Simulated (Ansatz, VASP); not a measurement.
# HfN: VASP beside Ansatz

```xyz
2
Lattice="0.0000 2.4458 2.4458 2.4458 0.0000 2.4458 2.4458 2.4458 0.0000" Properties=species:S:1:pos:R:3 pbc="T T T"
Hf    0.0000    0.0000    0.0000
N     3.6687    3.6687    3.6687
```

Alike in both runs: task single point; functional r2SCAN; k mesh 22 × 22 × 22; occupations gaussian, width 0.15 eV; no spin polarisation.

```csv
,VASP,Ansatz
version,VASP 6.6.1,Ansatz 0.2.0
potentials or method,"VASP PAW PBE potentials, release 64 (Hf_pv, N), cutoff 520 eV","scalar-relativistic, plane waves, PAW"
valence electrons in the cell,15,31
```

|  | VASP | Ansatz | Ansatz less VASP |
| --- | --- | --- | --- |
| gap on the k mesh at the Fermi level (eV) | none | none | - |
| pressure (GPa) | -1.3 | 0.0 | +1.36 |

VASP's potentials were made for PBE, not for r2SCAN. A gap of «none» marks a metal or a gap that the smearing closes. VASP's potentials hold 15 valence electrons a cell and Ansatz's 31, so a difference there can come from the potentials and not from the codes.

Neither program's run includes spin-orbit coupling.
